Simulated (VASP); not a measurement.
# C (P6_3/mmc) in VASP: a series of runs

The runs below take C through single point, with PBEsol+D3(BJ).

Everything below comes from runs of VASP 6.6.1. Logs are shortened: lines on timing, memory, paths and dates and some standing lists are left out, and cuts for length are marked.

### 1 The cell of the first run

The structure is hexagonal, space group P6_3/mmc (No. 194). The conventional cell has a = 2.391 Å, b = 2.391 Å, c = 6.400 Å, α = 90.00°, β = 90.00°, γ = 120.00°. Within 1.8 Å of C (site symmetry -6m2) lie 3 C at 1.38 Å. C (site symmetry -6m2) has 3 C at 1.38 Å within 1.8 Å.

### 2 Single point, PBEsol+D3(BJ) (volume 7.919 Å^3 an atom, c/a of the conventional cell 2.6770)

The input, INCAR:

```
SYSTEM = C
ALGO = Normal
EDIFF = 1E-6
ENCUT = 520
GGA = PS
ISIF = 2
ISMEAR = 0
IVDW = 12
LASPH = .True.
LCHARG = .True.
LELF = .True.
LREAL = .False.
LVHAR = .True.
LWAVE = .False.
NBANDS = 16
NELM = 60
PREC = Accurate
SIGMA = 0.15
```

The input, KPOINTS:

```
k-points
0
Gamma
  21 21 8
  0 0 0
```

The input, POSCAR:

```
C
1.0
    2.3906598792      0.0000000000      0.0000000000
   -1.1953299396      2.0703721872      0.0000000000
    0.0000000000      0.0000000000      6.3997663172
C
4
Direct
    0.0000000000      0.0000000000      0.0025000000
    0.0000000000      0.0000000000      0.5025000000
    0.3333333333      0.6666666667      0.0025000000
    0.6666666667      0.3333333333      0.5025000000
```

Potentials or basis: VASP PAW PBE potentials, release 64 (C).

Launch:

```console
> cat potpaw_PBE.64/C/POTCAR > POTCAR
> mpirun -np 1 vasp_std > vasp.out
```

OUTCAR:

```text
SYSTEM = C
   EDIFF = 1E-6
   ENCUT = 520
   GGA = PS
   ISIF = 2
   ISMEAR = 0
   IVDW = 12
   LASPH = .True.
   LREAL = .False.
   NELM = 60
   PREC = Accurate
 IVDW          = 12

 ion  position               nearest neighbor table
   1  0.000  0.000  0.002-   3 1.38   3 1.38   3 1.38
   2  0.000  0.000  0.502-   4 1.38   4 1.38   4 1.38
   3  0.333  0.667  0.002-   1 1.38   1 1.38   1 1.38
   4  0.667  0.333  0.502-   2 1.38   2 1.38   2 1.38

  LATTYP: Found a hexagonal cell.
 ALAT       =     2.3906598792
 C/A-ratio  =     2.6769873761

  Lattice vectors:

 A1 = (   2.3906598792,   0.0000000000,   0.0000000000)
 A2 = (  -1.1953299396,   2.0703721872,   0.0000000000)
 A3 = (   0.0000000000,   0.0000000000,   6.3997663172)

Analysis of symmetry for initial positions (statically):
=====================================================================
 Subroutine PRICEL returns:
 Original cell was already a primitive cell.

 Routine SETGRP: Setting up the symmetry group for a
 hexagonal supercell.

 Subroutine GETGRP returns: Found 24 space group operations
 (whereof  6 operations were pure point group operations)
 out of a pool of 24 trial point group operations.

The static configuration has the point symmetry C_3v.
 The point group associated with its full space group is D_6h.

Analysis of symmetry for dynamics (positions and initial velocities):
=====================================================================
 Subroutine PRICEL returns:
 Original cell was already a primitive cell.

 Routine SETGRP: Setting up the symmetry group for a
 hexagonal supercell.

 Subroutine GETGRP returns: Found 24 space group operations
 (whereof  6 operations were pure point group operations)
 out of a pool of 24 trial point group operations.

The dynamic configuration has the point symmetry C_3v.
 The point group associated with its full space group is D_6h.

 Subroutine INISYM returns: Found 24 space group operations
 (whereof  6 operations are pure point group operations),
 and found     1 'primitive' translations

----------------------------------------------------------------------------------------

                                     Primitive cell

  volume of cell :      31.6760

  direct lattice vectors                    reciprocal lattice vectors
     2.390659879  0.000000000  0.000000000     0.418294551  0.241502471  0.000000000
    -1.195329940  2.070372187  0.000000000     0.000000000  0.483004943  0.000000000
     0.000000000  0.000000000  6.399766317     0.000000000  0.000000000  0.156255705

[... 92 lines left out ...]
   NFREE  =      0    steps in history (QN), initial steepest desc. (CG)
   ISIF   =      2    stress and relaxation
   ISYM   =      2    0-nonsym 1-usesym 2-fastsym
   POTIM  = 0.5000    time-step for ionic-motion
   TEBEG  =    0.0;   TEEND  =   0.0 temperature during run
   PSTRESS=    0.0 pullay stress
   NELECT =      16.0000    total number of electrons
   NUPDOWN=      -1.0000    fix difference up-down
   EMIN   =  10.00;   EMAX   =-10.00  energy-range for DOS
   EFERMI =   0.00;   METHOD = LEGACY
   ISMEAR =     0;   SIGMA  =   0.15  broadening in eV -4-tet -1-fermi 0-gaus
   EFERMI_NEDOS =   21; number of points for ismear=-14 and -15
   IALGO  =     38    algorithm
   IMIX   =      4    mixing-type and parameters
     AMIX     =   0.40;   BMIX     =  1.00
     AMIX_MAG =   1.60;   BMIX_MAG =  1.00
  volume/ion in A,a.u.               =       7.92        53.44
  Fermi-wavevector in a.u.,A,eV,Ry     =   1.303781  2.463789 23.127801  1.699845
  Thomas-Fermi vector in A             =   2.434761
   LORBIT       =      0    0 simple, 1 ext, 2 COOP (PROOUT), +10 PAW based schemes
   GGA     = PS    functional components
   LHFCALC =     F    Hartree Fock is set to
   AEXX    =    0.0000 exact exchange contribution
   IVDW    =    12    specifies the selected vdW correction
   LEPSILON=     F    determine dielectric tensor
   LRPA    =     F    only Hartree local field effects (RPA)
 non-spin polarized calculation
 Gauss-broadening in eV      SIGMA  =   0.15
  energy-cutoff  :      520.00
  volume of cell :       31.68
 maximum number of plane-waves:       882
 NGX is ok and might be reduce to    18
   NGX =  9   NGY =  9   NGZ = 23

 number of electron      16.0000004 magnetization

 Free energy of the ion-electron system (eV)
  ---------------------------------------------------
  ext. energy  EPLUGINS =         0.00000000
  ---------------------------------------------------
  free energy    TOTEN  =       -38.30757047 eV

  energy without entropy =      -38.30671827  energy(sigma->0) =      -38.30714437

 E-fermi :   5.5782     XC(G=0): -11.0707

 val. band max:        5.5780082253   @ k =   0.3333   0.3333   0.2500
 cond. band min:       5.5785224344   @ k =   0.3333   0.3333   0.5000
 fundamental gap:      0.0005142091
 Fermi energy:         5.5781906471

 k-point     1 :       0.0000    0.0000    0.0000
  band No.  band energies     occupation
      1     -14.8155      2.00000
      2     -14.3907      2.00000
      3      -3.8168      2.00000
      4      -1.3404      2.00000
      5       2.6766      2.00000
      6       2.6767      2.00000
[... 433 lines left out ...]
      3      -1.8553      2.00000
      4      -1.6717      2.00000
      5      -1.5570      2.00000
      6      -0.0683      2.00000
[... 8 lines left out ...]
     15      18.6876      0.00000
     16      18.9548      0.00000

 [... further k-points ...]

------------------------ aborting loop because EDIFF is reached ----------------------------------------

 Edisp (eV)   -0.45096

 E8    (eV) :    -0.2193

  FORCE on cell =-STRESS in cart. coord.  units (eV):
  Direction    XX          YY          ZZ          XY          YZ          ZX
  --------------------------------------------------------------------------------------
  -------------------------------------------------------------------------------------
  Total       8.89018     8.89018     0.19508     0.00000    -0.00000     0.00000
  in kB     449.66686   449.66686     9.86720     0.00000    -0.00000     0.00000
  external pressure =      303.07 kB  Pullay stress =        0.00 kB

 VOLUME and BASIS-vectors are now :
 -----------------------------------------------------------------------------
  energy-cutoff  :      520.00
  volume of cell :       31.68
      direct lattice vectors                 reciprocal lattice vectors
     2.390659879  0.000000000  0.000000000     0.418294551  0.241502471  0.000000000
    -1.195329940  2.070372187  0.000000000     0.000000000  0.483004943  0.000000000
     0.000000000  0.000000000  6.399766317     0.000000000  0.000000000  0.156255705

 POSITION                                       TOTAL-FORCE (eV/Angst)
 -----------------------------------------------------------------------------------
      0.00000      0.00000      0.01600         0.000000      0.000000     -0.000000
      0.00000      0.00000      3.21588        -0.000000     -0.000000      0.000000
     -0.00000      1.38025      0.01600        -0.000000      0.000000     -0.000000
      1.19533      0.69012      3.21588         0.000000     -0.000000      0.000000
 -----------------------------------------------------------------------------------
    total drift:                               -0.000000     -0.000000      0.000007

  FREE ENERGIE OF THE ION-ELECTRON SYSTEM (eV)
  ---------------------------------------------------
  free  energy   TOTEN  =       -38.7585349904 eV

  energy  without entropy=      -38.7576827903  energy(sigma->0) =      -38.75810889
```

Wall time 54 s (1 thread of AMD EPYC 9R45 (Zen 5), shared host); peak memory 0.18 GiB.

Results:

```yaml
Free_energy: -38.7585 eV
Pressure: 30.3 GPa
Band_gap_on_the_k_mesh: zero (band 8 reaches 5.60 eV, above the bottom of band 9 at 5.55 eV)
Dispersion_energy_per_atom: -0.113 eV
```

Levels at points of the mesh, in eV from the Fermi level:
```tsv
k point	band 5	band 6	band 7	band 8	band 9	band 10	band 11	band 12
(0.00, 0.00, 0.00)	-2.90	-2.90	-2.88	-2.88	4.12	8.94	8.94	9.01
(0.00, 0.00, 0.50)	-2.89	-2.89	-2.89	-2.89	7.18	7.18	8.98	8.98
```

Caveat: the PAW data sets were made with another functional, which shifts forces and pressure a little; pairwise dispersion overbinds metals, which lowers pressure and volume.

### 3 Single point, PBEsol+D3(BJ) (volume 8.263 Å^3 an atom, c/a of the conventional cell 2.2316)

The input, INCAR:

```
SYSTEM = C
PREC = Accurate
ENCUT = 520
EDIFF = 1E-7
ISMEAR = 0
SIGMA = 0.15
LREAL = .False.
LASPH = .True.
NELM = 100
ALGO = Normal
ISIF = 2
LWAVE = .False.
LCHARG = .False.
GGA = PS
IVDW = 12
NBANDS = 16
```

The input, KPOINTS:

```
regular mesh
0
Gamma
  21 21 8
  0 0 0
```

The input, POSCAR:

```
C
1.0
    2.5764215311      0.0000000000      0.0000000000
   -1.2882107655      2.2312464968      0.0000000000
    0.0000000000      0.0000000000      5.7495422887
C
4
Direct
    0.0000000000      0.0000000000      0.0025000000
    0.0000000000      0.0000000000      0.5025000000
    0.3333333333      0.6666666667      0.0025000000
    0.6666666667      0.3333333333      0.5025000000
```

Potentials or basis: VASP PAW PBE potentials, release 64 (C).

Launch:

```console
> cat potpaw_PBE.64/C/POTCAR > POTCAR
> mpirun -np 1 vasp_std > vasp.out
```

It took 67 s on 1 thread of AMD EPYC 9R45 (Zen 5), shared host; peak memory 0.19 GiB.

The run converged. Its results:

```yaml
Free_energy: -38.3273 eV
Pressure: -34.9 GPa
Band_gap_on_the_k_mesh: zero (band 8 reaches 5.23 eV, above the bottom of band 9 at 5.07 eV)
Dispersion_energy_per_atom: -0.122 eV
```

Stress tensor (GPa, compression positive):
```
-57.44   0.00   0.00
  0.00 -57.44   0.00
  0.00   0.00  10.12
```

Levels at points of the mesh, in eV from the Fermi level:
```
           k point  band 6  band 7  band 8  band 9  band 10  band 11
(0.00, 0.00, 0.00)   -2.96   -2.86   -2.86    6.54     7.47     7.47
(0.00, 0.00, 0.50)   -2.91   -2.91   -2.91    7.56     7.56     7.56
```

Caveat: the PAW data sets were made with another functional, which shifts forces and pressure a little.

### 4 Single point, PBEsol+D3(BJ) (volume 8.263 Å^3 an atom, c/a of the conventional cell 2.8444)

The input, INCAR:

```
PREC = Accurate
ENCUT = 520
EDIFF = 1E-6
ISMEAR = 0
SIGMA = 0.15
LREAL = False
LASPH = True
NELM = 60
ALGO = Normal
ISIF = 2
LWAVE = False
LCHARG = False
GGA = PS
IVDW = 12
NBANDS = 16
```

The input, KPOINTS:

```
regular mesh
0
Gamma
  21 21 8
```

The input, POSCAR:

```
C
1.0
    2.3762500963      0.0000000000      0.0000000000
   -1.1881250481      2.0578929491      0.0000000000
    0.0000000000      0.0000000000      6.7590057739
C
4
Direct
    0.0000000000      0.0000000000      0.0025000000
    0.0000000000      0.0000000000      0.5025000000
    0.3333333333      0.6666666667      0.0025000000
    0.6666666667      0.3333333333      0.5025000000
```

Potentials or basis: VASP PAW PBE potentials, release 64 (C).

Launch:

```console
> cat potpaw_PBE.64/C/POTCAR > POTCAR
> mpirun -np 1 vasp_std > vasp.out
```

OUTCAR:

```text
PREC = Accurate
   ENCUT = 520
   EDIFF = 1E-6
   ISMEAR = 0
   LREAL = False
   LASPH = True
   NELM = 60
   ISIF = 2
   GGA = PS
   IVDW = 12
 IVDW          = 12

 ion  position               nearest neighbor table
   1  0.000  0.000  0.002-   3 1.37   3 1.37   3 1.37
   2  0.000  0.000  0.502-   4 1.37   4 1.37   4 1.37
   3  0.333  0.667  0.002-   1 1.37   1 1.37   1 1.37
   4  0.667  0.333  0.502-   2 1.37   2 1.37   2 1.37

  LATTYP: Found a hexagonal cell.
 ALAT       =     2.3762500963
 C/A-ratio  =     2.8444000000

  Lattice vectors:

 A1 = (   2.3762500963,   0.0000000000,   0.0000000000)
 A2 = (  -1.1881250481,   2.0578929491,   0.0000000000)
 A3 = (   0.0000000000,   0.0000000000,   6.7590057739)

Analysis of symmetry for initial positions (statically):
=====================================================================
 Subroutine PRICEL returns:
 Original cell was already a primitive cell.

 Routine SETGRP: Setting up the symmetry group for a
 hexagonal supercell.

 Subroutine GETGRP returns: Found 24 space group operations
 (whereof  6 operations were pure point group operations)
 out of a pool of 24 trial point group operations.

The static configuration has the point symmetry C_3v.
 The point group associated with its full space group is D_6h.

Analysis of symmetry for dynamics (positions and initial velocities):
=====================================================================
 Subroutine PRICEL returns:
 Original cell was already a primitive cell.

 Routine SETGRP: Setting up the symmetry group for a
 hexagonal supercell.

 Subroutine GETGRP returns: Found 24 space group operations
 (whereof  6 operations were pure point group operations)
 out of a pool of 24 trial point group operations.

The dynamic configuration has the point symmetry C_3v.
 The point group associated with its full space group is D_6h.

 Subroutine INISYM returns: Found 24 space group operations
 (whereof  6 operations are pure point group operations),
[... 122 lines left out ...]
  Fermi-wavevector in a.u.,A,eV,Ry     =   1.285431  2.429113 22.481368  1.652334
  Thomas-Fermi vector in A             =   2.417566
   LORBIT       =      0    0 simple, 1 ext, 2 COOP (PROOUT), +10 PAW based schemes
   GGA     = PS    functional components
   LHFCALC =     F    Hartree Fock is set to
   AEXX    =    0.0000 exact exchange contribution
   IVDW    =    12    specifies the selected vdW correction
   LEPSILON=     F    determine dielectric tensor
   LRPA    =     F    only Hartree local field effects (RPA)
 non-spin polarized calculation
 Gauss-broadening in eV      SIGMA  =   0.15
  energy-cutoff  :      520.00
  volume of cell :       33.05
 maximum number of plane-waves:       931
 NGX is ok and might be reduce to    18
   NGX =  9   NGY =  9   NGZ = 25

 number of electron      16.0000005 magnetization

 Free energy of the ion-electron system (eV)
  ---------------------------------------------------
  ext. energy  EPLUGINS =         0.00000000
  ---------------------------------------------------
  free energy    TOTEN  =       -38.21550548 eV

  energy without entropy =      -38.21463037  energy(sigma->0) =      -38.21506792

 E-fermi :   5.2004     XC(G=0): -10.7154

 val. band max:        5.1990670619   @ k =   0.3333   0.3333   0.5000
 cond. band min:       5.2004909290   @ k =   0.3333   0.3333   0.2500
 fundamental gap:      0.0014238671
 Fermi energy:         5.2004439818

 k-point     1 :       0.0000    0.0000    0.0000
  band No.  band energies     occupation
      1     -15.2918      2.00000
      2     -15.0145      2.00000
      3      -4.0798      2.00000
      4      -2.2127      2.00000
      5       2.2906      2.00000
      6       2.2906      2.00000
[... 433 lines left out ...]
      3      -2.1001      2.00000
      4      -2.0751      2.00000
      5      -2.0060      2.00000
      6      -0.4902      2.00000
[... 8 lines left out ...]
     15      18.5672      0.00000
     16      18.7573      0.00000

 [... further k-points ...]

------------------------ aborting loop because EDIFF is reached ----------------------------------------

 Edisp (eV)   -0.42296

 E8    (eV) :    -0.2057

  FORCE on cell =-STRESS in cart. coord.  units (eV):
  Direction    XX          YY          ZZ          XY          YZ          ZX
  --------------------------------------------------------------------------------------
  -------------------------------------------------------------------------------------
  Total      10.89434    10.89434    -0.21790     0.00000     0.00000     0.00000
  in kB     528.09690   528.09690   -10.56252     0.00000     0.00000     0.00000
  external pressure =      348.54 kB  Pullay stress =        0.00 kB

 VOLUME and BASIS-vectors are now :
 -----------------------------------------------------------------------------
  energy-cutoff  :      520.00
  volume of cell :       33.05
      direct lattice vectors                 reciprocal lattice vectors
     2.376250096  0.000000000  0.000000000     0.420831124  0.242966963  0.000000000
    -1.188125048  2.057892949  0.000000000     0.000000000  0.485933926  0.000000000
     0.000000000  0.000000000  6.759005774     0.000000000  0.000000000  0.147950754

 POSITION                                       TOTAL-FORCE (eV/Angst)
 -----------------------------------------------------------------------------------
      0.00000      0.00000      0.01690         0.000000     -0.000000      0.000000
      0.00000      0.00000      3.39640        -0.000000      0.000000      0.000000
     -0.00000      1.37193      0.01690        -0.000000     -0.000000      0.000000
      1.18813      0.68596      3.39640         0.000000     -0.000000      0.000000
 -----------------------------------------------------------------------------------
    total drift:                               -0.000000     -0.000000      0.000026

  FREE ENERGIE OF THE ION-ELECTRON SYSTEM (eV)
  ---------------------------------------------------
  free  energy   TOTEN  =       -38.6384685777 eV

  energy  without entropy=      -38.6375934630  energy(sigma->0) =      -38.63803102
```

OSZICAR:

```text
N       E                     dE             d eps       ncg     rms          rms(c)
DAV:   1     0.303266667337E+02    0.30327E+02   -0.81004E+03  7688   0.942E+02
DAV:   2    -0.389485487942E+02   -0.69275E+02   -0.63248E+02 10952   0.190E+02
DAV:   3    -0.414532434513E+02   -0.25047E+01   -0.24923E+01  9976   0.331E+01
DAV:   4    -0.414715278427E+02   -0.18284E-01   -0.18280E-01  9568   0.346E+00
DAV:   5    -0.414717802853E+02   -0.25244E-03   -0.25244E-03  9784   0.385E-01    0.103E+01
DAV:   6    -0.389839707095E+02    0.24878E+01   -0.16407E+00  9168   0.832E+00    0.598E+00
DAV:   7    -0.382088368577E+02    0.77513E+00   -0.19761E+00  9416   0.925E+00    0.170E+00
DAV:   8    -0.382182516411E+02   -0.94148E-02   -0.10080E-01  9000   0.194E+00    0.470E-01
DAV:   9    -0.382153882276E+02    0.28634E-02   -0.36901E-03  9472   0.427E-01    0.134E-01
DAV:  10    -0.382155086229E+02   -0.12040E-03   -0.83033E-04  9032   0.186E-01    0.934E-02
DAV:  11    -0.382155044001E+02    0.42229E-05   -0.38467E-05  9472   0.425E-02    0.600E-03
DAV:  12    -0.382155054831E+02   -0.10830E-05   -0.12370E-06  8392   0.771E-03    0.817E-03
DAV:  13    -0.382155054821E+02    0.93951E-09   -0.34218E-07  7112   0.473E-03
   1 F= -.38638469E+02 E0= -.38638031E+02  d E =-.875115E-03
```

Wall time 62 s (1 thread of AMD EPYC 9R45 (Zen 5), shared host); peak memory 0.19 GiB.

What came out:

| Quantity | Value |
| --- | --- |
| Free energy | -38.6385 eV |
| Pressure | 34.9 GPa |
| Band gap on the k mesh | zero (band 8 reaches 5.21 eV, above the bottom of band 9 at 5.19 eV) |
| Dispersion energy per atom | -0.106 eV |

Stress tensor (GPa, compression positive):
```
52.81  0.00  0.00
 0.00 52.81  0.00
 0.00  0.00 -1.06
```

Levels at points of the mesh, in eV from the Fermi level:
```
           k point  band 4  band 5  band 6  band 7  band 8  band 9  band 10  band 11  band 12  band 13
(0.00, 0.00, 0.00)   -7.41   -2.91   -2.91   -2.90   -2.90    3.56     9.06     9.06     9.10     9.10
(0.00, 0.00, 0.50)   -8.44   -2.90   -2.90   -2.90   -2.90    6.15     6.15     9.08     9.08     9.08
```

Caveat: the PAW data sets were made with another functional, which shifts forces and pressure a little.

### 5 Overview

| cell | gap on the mesh (eV) | pressure (GPa) |
| --- | --- | --- |
| a = 2.391, b = 2.391, c = 6.400 Å, angles 90.0, 90.0, 120.0°, 4 atoms | none | 30.3 |
| a = 2.576, b = 2.576, c = 5.750 Å, angles 90.0, 90.0, 120.0°, 4 atoms | none | -34.9 |
| a = 2.376, b = 2.376, c = 6.759 Å, angles 90.0, 90.0, 120.0°, 4 atoms | none | 34.9 |

Alike in all rows: task single point; level PBEsol+D3(BJ); potentials or basis VASP PAW PBE potentials, release 64 (C); no spin polarisation; k mesh 21 × 21 × 8; cutoff (eV) 520; smearing gaussian 0.15 eV.

Caveats: the PAW data sets were made with another functional, which shifts forces and pressure a little; pairwise dispersion overbinds metals, which lowers pressure and volume (some runs).

Absolute energies hang on the potentials; compare differences alone.
